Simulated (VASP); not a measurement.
# LuH2 (Fm-3m) in VASP: further runs

The runs below take LuH2 through electric field gradients, with LDA.

Program: VASP 6.6.1. These are calculated values, not measurements. Logs are shortened: lines on timing, memory, paths and dates and some standing lists are left out, and cuts for length are marked.

### Step 1. The cell of the first run

The structure is cubic, space group Fm-3m (No. 225). Conventional cell: a = 4.999 Å, b = 4.999 Å, c = 4.999 Å, α = 90.00°, β = 90.00°, γ = 90.00°. Within 2.9 Å of Lu (site symmetry m-3m) lie 8 H at 2.16 Å. Within 2.9 Å of H (site symmetry -43m) lie 4 Lu at 2.16 Å and 6 H at 2.50 Å.

### Step 2. Electric field gradients, LDA (volume scaled by 0.98)

INCAR reads:

```
SYSTEM = LuH2
PREC = Accurate ; ENCUT = 520
EDIFF = 1E-8 ; ISMEAR = -1
SIGMA = 0.02 ; LREAL = .False.
LASPH = .True. ; NELM = 120
ALGO = Normal ; ISIF = 2
LWAVE = .False. ; LCHARG = .False.
GGA = CA ; LEFG = .True.
NBANDS = 20 ; GGA_COMPAT = .False.
```

KPOINTS reads:

```
regular mesh
0
Gamma
  8 8 8
  0 0 0
```

POSCAR reads:

```
LuH2
1.0
    0.0000000000      2.4996102294      2.4996102294
    2.4996102294      0.0000000000      2.4996102294
    2.4996102294      2.4996102294      0.0000000000
Lu H
1 2
Direct
    0.0000000000      0.0000000000      0.0000000000
    0.2500000000      0.2500000000      0.2500000000
    0.7500000000      0.7500000000      0.7500000000
```

Potentials or basis: VASP PAW PBE potentials, release 64 (Lu, H).

The run is started by

```
$ cat potpaw_PBE.64/Lu/POTCAR potpaw_PBE.64/H/POTCAR > POTCAR
$ mpirun -np 1 vasp_std > vasp.out
```

OUTCAR:

```text
SYSTEM = LuH2
   PREC = Accurate
   ENCUT = 520
   EDIFF = 1E-8
   ISMEAR = -1
   LREAL = .False.
   LASPH = .True.
   NELM = 120
   ISIF = 2
   GGA = CA

 ion  position               nearest neighbor table
   1  0.000  0.000  0.000-   3 2.16   3 2.16   3 2.16   2 2.16   3 2.16   2 2.16   2 2.16   2 2.16

   2  0.250  0.250  0.250-   1 2.16   1 2.16   1 2.16   1 2.16
   3  0.750  0.750  0.750-   1 2.16   1 2.16   1 2.16   1 2.16

  LATTYP: Found a face centered cubic cell.
 ALAT       =     4.9992204588

  Lattice vectors:

 A1 = (   0.0000000000,   2.4996102294,   2.4996102294)
 A2 = (   2.4996102294,   0.0000000000,   2.4996102294)
 A3 = (   2.4996102294,   2.4996102294,   0.0000000000)

Analysis of symmetry for initial positions (statically):
=====================================================================
 Subroutine PRICEL returns:
 Original cell was already a primitive cell.

 Routine SETGRP: Setting up the symmetry group for a
 face centered cubic supercell.

 Subroutine GETGRP returns: Found 48 space group operations
 (whereof 48 operations were pure point group operations)
 out of a pool of 48 trial point group operations.

The static configuration has the point symmetry O_h .

Analysis of symmetry for dynamics (positions and initial velocities):
=====================================================================
 Subroutine PRICEL returns:
 Original cell was already a primitive cell.

 Routine SETGRP: Setting up the symmetry group for a
 face centered cubic supercell.

 Subroutine GETGRP returns: Found 48 space group operations
 (whereof 48 operations were pure point group operations)
 out of a pool of 48 trial point group operations.

The dynamic configuration has the point symmetry O_h .

 Subroutine INISYM returns: Found 48 space group operations
 (whereof 48 operations are pure point group operations),
 and found     1 'primitive' translations

----------------------------------------------------------------------------------------

                                     Primitive cell

  volume of cell :      31.2354

  direct lattice vectors                    reciprocal lattice vectors
     0.000000000  2.499610229  2.499610229    -0.200031187  0.200031187  0.200031187
[... 123 lines left out ...]
 NGX is ok and might be reduce to    28
   NGX = 13   NGY = 13   NGZ = 13

 number of electron      26.9999999 magnetization

 Free energy of the ion-electron system (eV)
  ---------------------------------------------------
  ext. energy  EPLUGINS =         0.00000000
  ---------------------------------------------------
  free energy    TOTEN  =       -14.03868040 eV

  energy without entropy =      -14.03531268  energy(sigma->0) =      -14.03699654

 E-fermi :   2.4780     XC(G=0): -11.4856

 val. band max:        2.4734841700   @ k =   0.3750   0.2500   0.0000
 cond. band min:       2.5007236612   @ k =   0.5000   0.2500   0.1250
 fundamental gap:      0.0272394912
 Fermi energy:         2.4779794572

 k-point     1 :       0.0000    0.0000    0.0000
  band No.  band energies     occupation
      1     -53.3559      2.00000
      2     -24.0570      2.00000
      3     -24.0570      2.00000
      4     -24.0570      2.00000
      5      -6.8527      2.00000
      6      -2.7993      2.00000
[... 541 lines left out ...]
     19      10.8584      0.00000
     20      12.0474      0.00000

 [... further k-points ...]
[... 5 lines left out ...]
  --------------------------------------------------------------------------------------
  -------------------------------------------------------------------------------------
  Total       -0.8823238     -0.8823238     -0.8823238      0.0000000     -0.0000000      0.0000000
  in kB      -45.2576194    -45.2576194    -45.2576194      0.0000000     -0.0000000      0.0000000
  external PRESSURE =     -45.2576194 kB  Pullay stress =       0.0000000 kB

 VOLUME and BASIS-vectors are now :
 -----------------------------------------------------------------------------
  energy-cutoff  :      520.00
  volume of cell :       31.24
      direct lattice vectors                 reciprocal lattice vectors
     0.000000000  2.499610229  2.499610229    -0.200031187  0.200031187  0.200031187
     2.499610229  0.000000000  2.499610229     0.200031187 -0.200031187  0.200031187
     2.499610229  2.499610229  0.000000000     0.200031187  0.200031187 -0.200031187

 POSITION                                       TOTAL-FORCE (eV/Angst)
 -----------------------------------------------------------------------------------
      0.00000      0.00000      0.00000         0.000000     -0.000000      0.000000
      1.24981      1.24981      1.24981        -0.000000     -0.000000     -0.000000
      3.74942      3.74942      3.74942         0.000000      0.000000      0.000000
 -----------------------------------------------------------------------------------
    total drift:                               -0.000000     -0.000000     -0.000000

  FREE ENERGIE OF THE ION-ELECTRON SYSTEM (eV)
  ---------------------------------------------------
  free  energy   TOTEN  =       -14.0386803962 eV

  energy  without entropy=      -14.0353126811  energy(sigma->0) =      -14.03699654

 Electric field gradients (V/A^2)
---------------------------------------------------------------------
 ion       V_xx      V_yy      V_zz      V_xy      V_xz      V_yz
---------------------------------------------------------------------
   1      -0.000    -0.000    -0.000     0.002     0.002     0.002
   2       0.000    -0.000     0.000     0.001     0.001     0.001
   3       0.000    -0.000     0.000     0.001     0.001     0.001
---------------------------------------------------------------------

 Electric field gradients after diagonalization (V/A^2)
 (convention: |V_zz| > |V_xx| > |V_yy|)
----------------------------------------------------------------------
 ion       V_xx      V_yy      V_zz     asymmetry (V_yy - V_xx)/ V_zz
----------------------------------------------------------------------
   1      -0.002    -0.002     0.004       0.000
   2      -0.001    -0.001     0.001       0.000
   3      -0.001    -0.001     0.001       0.000
----------------------------------------------------------------------

           NMR quadrupolar parameters

 Cq : quadrupolar parameter    Cq=e*Q*V_zz/h
 eta: asymmetry parameters     (V_yy - V_xx)/ V_zz
 Q  : nuclear electric quadrupole moment in mb (millibarn)
----------------------------------------------------------------------
 ion       Cq(MHz)       eta       Q (mb)
----------------------------------------------------------------------
   1       0.000       0.000       1.000
   2       0.000       0.000       1.000
   3       0.000       0.000       1.000
----------------------------------------------------------------------
```

OSZICAR:

```text
N       E                     dE             d eps       ncg     rms          rms(c)
DAV:   1     0.939876101992E+02    0.93988E+02   -0.10660E+04  1480   0.437E+03
DAV:   2    -0.647675221304E+01   -0.10046E+03   -0.97163E+02  1252   0.419E+02
DAV:   3    -0.145394501702E+02   -0.80627E+01   -0.79660E+01  1348   0.809E+01
DAV:   4    -0.148208881342E+02   -0.28144E+00   -0.28056E+00  1632   0.129E+01
DAV:   5    -0.148247050241E+02   -0.38169E-02   -0.38161E-02  1360   0.148E+00    0.711E+00
DAV:   6    -0.141886854408E+02    0.63602E+00   -0.11201E+00  1816   0.267E+01    0.343E+00
DAV:   7    -0.140405211921E+02    0.14816E+00   -0.30099E-01  1724   0.657E+00    0.802E-01
DAV:   8    -0.140384766727E+02    0.20445E-02   -0.51662E-02  1648   0.147E+00    0.230E-01
DAV:   9    -0.140386362275E+02   -0.15955E-03   -0.13986E-03  1808   0.757E-01    0.868E-02
DAV:  10    -0.140386799394E+02   -0.43712E-04   -0.28862E-04  1844   0.228E-01    0.275E-02
DAV:  11    -0.140386812204E+02   -0.12810E-05   -0.24699E-05  1644   0.487E-02    0.111E-02
DAV:  12    -0.140386803304E+02    0.89007E-06   -0.32060E-06  1792   0.601E-02    0.169E-03
DAV:  13    -0.140386803992E+02   -0.68831E-07   -0.44710E-07  1552   0.465E-03    0.428E-04
DAV:  14    -0.140386803962E+02    0.30104E-08   -0.21906E-08  1440   0.220E-03
   1 F= -.14038680E+02 E0= -.14036997E+02  d E =-.336772E-02
```

Wall time 48 s (1 thread of Intel Xeon 8259CL, shared host); peak memory 0.16 GiB.

What came out:

```
Free energy : -14.0387 eV
Pressure    : -4.5 GPa
```

Levels at points of the mesh, in eV from the Fermi level:
```tsv
k point	band 10	band 11	band 12	band 13	band 14	band 15	band 16	band 17
(0.00, 0.00, 0.00)	-4.89	-4.89	-4.89	-0.34	1.28	1.28	1.28	4.14
(0.50, 0.00, 0.00)	-4.91	-4.91	-4.89	-3.78	1.36	1.36	5.06	5.70
(0.50, 0.50, 0.00)	-4.93	-4.92	-4.92	-3.85	-2.40	5.91	6.00	6.00
```

Caveat: without QUAD_EFG the Cq values of the log hold for a quadrupole moment of 1 mb, not for the nuclei; the PAW data sets were made with another functional, which shifts forces and pressure a little; spin-orbit coupling is left out, which moves the levels of the heavy elements.

### Step 3. Electric field gradients, LDA (volume scaled by 0.98)

INCAR reads:

```
  ALGO = Normal
  EDIFF = 1E-8
  ENCUT = 520
  GGA = CA
  GGA_COMPAT = F
  ISIF = 2
  ISMEAR = -1
  LASPH = T
  LCHARG = F
  LEFG = T
  LREAL = F
  LWAVE = F
  NBANDS = 20
  NELM = 120
  PREC = Accurate
  SIGMA = 0.02
```

KPOINTS reads:

```
k-points
0
Gamma
  8 8 8
```

POSCAR is that of step 2.

Potentials or basis: VASP PAW PBE potentials, release 64 (Lu, H).

The run is started by

```
$ cat potpaw_PBE.64/Lu/POTCAR potpaw_PBE.64/H/POTCAR > POTCAR
$ mpirun -np 1 vasp_std > vasp.out
```

OUTCAR:

```text
EDIFF = 1E-8
   ENCUT = 520
   GGA = CA
   ISIF = 2
   ISMEAR = -1
   LASPH = T
   LREAL = F
   NELM = 120
   PREC = Accurate

 ion  position               nearest neighbor table
   1  0.000  0.000  0.000-   3 2.16   3 2.16   3 2.16   2 2.16   3 2.16   2 2.16   2 2.16   2 2.16

   2  0.250  0.250  0.250-   1 2.16   1 2.16   1 2.16   1 2.16
   3  0.750  0.750  0.750-   1 2.16   1 2.16   1 2.16   1 2.16

  LATTYP: Found a face centered cubic cell.
 ALAT       =     4.9992204588

  Lattice vectors:

 A1 = (   0.0000000000,   2.4996102294,   2.4996102294)
 A2 = (   2.4996102294,   0.0000000000,   2.4996102294)
 A3 = (   2.4996102294,   2.4996102294,   0.0000000000)

Analysis of symmetry for initial positions (statically):
=====================================================================
 Subroutine PRICEL returns:
 Original cell was already a primitive cell.

 Routine SETGRP: Setting up the symmetry group for a
 face centered cubic supercell.

 Subroutine GETGRP returns: Found 48 space group operations
 (whereof 48 operations were pure point group operations)
 out of a pool of 48 trial point group operations.

The static configuration has the point symmetry O_h .

Analysis of symmetry for dynamics (positions and initial velocities):
=====================================================================
 Subroutine PRICEL returns:
 Original cell was already a primitive cell.

 Routine SETGRP: Setting up the symmetry group for a
 face centered cubic supercell.

 Subroutine GETGRP returns: Found 48 space group operations
 (whereof 48 operations were pure point group operations)
[... 158 lines left out ...]

 k-point     1 :       0.0000    0.0000    0.0000
  band No.  band energies     occupation
      1     -53.3559      2.00000
      2     -24.0570      2.00000
      3     -24.0570      2.00000
      4     -24.0570      2.00000
      5      -6.8527      2.00000
      6      -2.7993      2.00000
[... 541 lines left out ...]
     19      10.8584      0.00000
     20      12.0474      0.00000

 [... further k-points ...]
[... 5 lines left out ...]
  --------------------------------------------------------------------------------------
  -------------------------------------------------------------------------------------
  Total       -0.8823238     -0.8823238     -0.8823238      0.0000000     -0.0000000      0.0000000
  in kB      -45.2576194    -45.2576194    -45.2576194      0.0000000     -0.0000000      0.0000000
  external PRESSURE =     -45.2576194 kB  Pullay stress =       0.0000000 kB

 VOLUME and BASIS-vectors are now :
 -----------------------------------------------------------------------------
  energy-cutoff  :      520.00
  volume of cell :       31.24
      direct lattice vectors                 reciprocal lattice vectors
     0.000000000  2.499610229  2.499610229    -0.200031187  0.200031187  0.200031187
     2.499610229  0.000000000  2.499610229     0.200031187 -0.200031187  0.200031187
     2.499610229  2.499610229  0.000000000     0.200031187  0.200031187 -0.200031187

 POSITION                                       TOTAL-FORCE (eV/Angst)
 -----------------------------------------------------------------------------------
      0.00000      0.00000      0.00000         0.000000     -0.000000      0.000000
      1.24981      1.24981      1.24981        -0.000000     -0.000000     -0.000000
      3.74942      3.74942      3.74942         0.000000      0.000000      0.000000
 -----------------------------------------------------------------------------------
    total drift:                               -0.000000     -0.000000     -0.000000

  FREE ENERGIE OF THE ION-ELECTRON SYSTEM (eV)
  ---------------------------------------------------
  free  energy   TOTEN  =       -14.0386803962 eV

  energy  without entropy=      -14.0353126811  energy(sigma->0) =      -14.03699654

 Electric field gradients (V/A^2)
---------------------------------------------------------------------
 ion       V_xx      V_yy      V_zz      V_xy      V_xz      V_yz
---------------------------------------------------------------------
   1      -0.000    -0.000    -0.000     0.002     0.002     0.002
   2       0.000    -0.000     0.000     0.001     0.001     0.001
   3       0.000    -0.000     0.000     0.001     0.001     0.001
---------------------------------------------------------------------

 Electric field gradients after diagonalization (V/A^2)
 (convention: |V_zz| > |V_xx| > |V_yy|)
----------------------------------------------------------------------
 ion       V_xx      V_yy      V_zz     asymmetry (V_yy - V_xx)/ V_zz
----------------------------------------------------------------------
   1      -0.002    -0.002     0.004       0.000
   2      -0.001    -0.001     0.001       0.000
   3      -0.001    -0.001     0.001       0.000
----------------------------------------------------------------------

           NMR quadrupolar parameters

 Cq : quadrupolar parameter    Cq=e*Q*V_zz/h
 eta: asymmetry parameters     (V_yy - V_xx)/ V_zz
 Q  : nuclear electric quadrupole moment in mb (millibarn)
----------------------------------------------------------------------
 ion       Cq(MHz)       eta       Q (mb)
----------------------------------------------------------------------
   1       0.000       0.000       1.000
   2       0.000       0.000       1.000
   3       0.000       0.000       1.000
----------------------------------------------------------------------
```

OSZICAR:

```text
N       E                     dE             d eps       ncg     rms          rms(c)
DAV:   1     0.939876101992E+02    0.93988E+02   -0.10660E+04  1480   0.437E+03
DAV:   2    -0.647675221304E+01   -0.10046E+03   -0.97163E+02  1252   0.419E+02
DAV:   3    -0.145394501702E+02   -0.80627E+01   -0.79660E+01  1348   0.809E+01
DAV:   4    -0.148208881342E+02   -0.28144E+00   -0.28056E+00  1632   0.129E+01
DAV:   5    -0.148247050241E+02   -0.38169E-02   -0.38161E-02  1360   0.148E+00    0.711E+00
DAV:   6    -0.141886854408E+02    0.63602E+00   -0.11201E+00  1816   0.267E+01    0.343E+00
DAV:   7    -0.140405211921E+02    0.14816E+00   -0.30099E-01  1724   0.657E+00    0.802E-01
DAV:   8    -0.140384766727E+02    0.20445E-02   -0.51662E-02  1648   0.147E+00    0.230E-01
DAV:   9    -0.140386362275E+02   -0.15955E-03   -0.13986E-03  1808   0.757E-01    0.868E-02
DAV:  10    -0.140386799394E+02   -0.43712E-04   -0.28862E-04  1844   0.228E-01    0.275E-02
DAV:  11    -0.140386812204E+02   -0.12810E-05   -0.24699E-05  1644   0.487E-02    0.111E-02
DAV:  12    -0.140386803304E+02    0.89007E-06   -0.32060E-06  1792   0.601E-02    0.169E-03
DAV:  13    -0.140386803992E+02   -0.68831E-07   -0.44710E-07  1552   0.465E-03    0.428E-04
DAV:  14    -0.140386803962E+02    0.30104E-08   -0.21906E-08  1440   0.220E-03
   1 F= -.14038680E+02 E0= -.14036997E+02  d E =-.336772E-02
```

It took 45 s on 1 thread of Intel Xeon 8259CL, shared host; peak memory 0.16 GiB.

What came out:

* Free energy: -14.0387 eV
* Pressure: -4.5 GPa

Caveat: without QUAD_EFG the Cq values of the log hold for a quadrupole moment of 1 mb, not for the nuclei; the PAW data sets were made with another functional, which shifts forces and pressure a little; spin-orbit coupling is left out, which moves the levels of the heavy elements.
